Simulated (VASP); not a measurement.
Here is a VASP 6.6.1 calculation.

The input INCAR:

```
PREC = Accurate ; ENCUT = 520
EDIFF = 1E-6 ; ISMEAR = -1
SIGMA = 0.1 ; LREAL = False
LASPH = True ; NELM = 80
ALGO = Normal ; ISIF = 2
LWAVE = False ; LCHARG = False
GGA = PE ; NBANDS = 25
```

The input KPOINTS:

```
regular mesh
0
Gamma
  5 5 5
```

File POSCAR:

```
Ag2Pb
1.0
    4.6473590000      0.0000000000      0.0000000000
   -2.3236800000      4.0247350000      0.0000000000
    0.0000000000      0.0000000000      4.0709840000
Ag Pb
2 1
Direct
    0.3333000000      0.6667000000      0.5000000000
    0.6666000000      0.3333000000      0.5000000000
    0.0000000000      0.0000000000      0.0000000000
```

Potentials or basis: VASP PAW PBE potentials, release 64 (Ag, Pb_d).

Command:

```sh
$ cat potpaw_PBE.64/Ag/POTCAR potpaw_PBE.64/Pb_d/POTCAR > POTCAR
$ mpirun -np 1 vasp_std > vasp.out
```

Problem. What does it give for the band gap on the k mesh?

Solution. Zero (band 18 reaches 8.65 eV, above the bottom of band 19 at 5.85 eV).

Problem. Estimate the pressure.

Solution. -1.3 GPa.

Stress tensor (GPa, compression positive):
```
 0.37  0.00  0.00
 0.00  0.38  0.00
 0.00  0.00 -4.71
```

Caveat: spin-orbit coupling is left out, which moves the levels of the heavy elements.
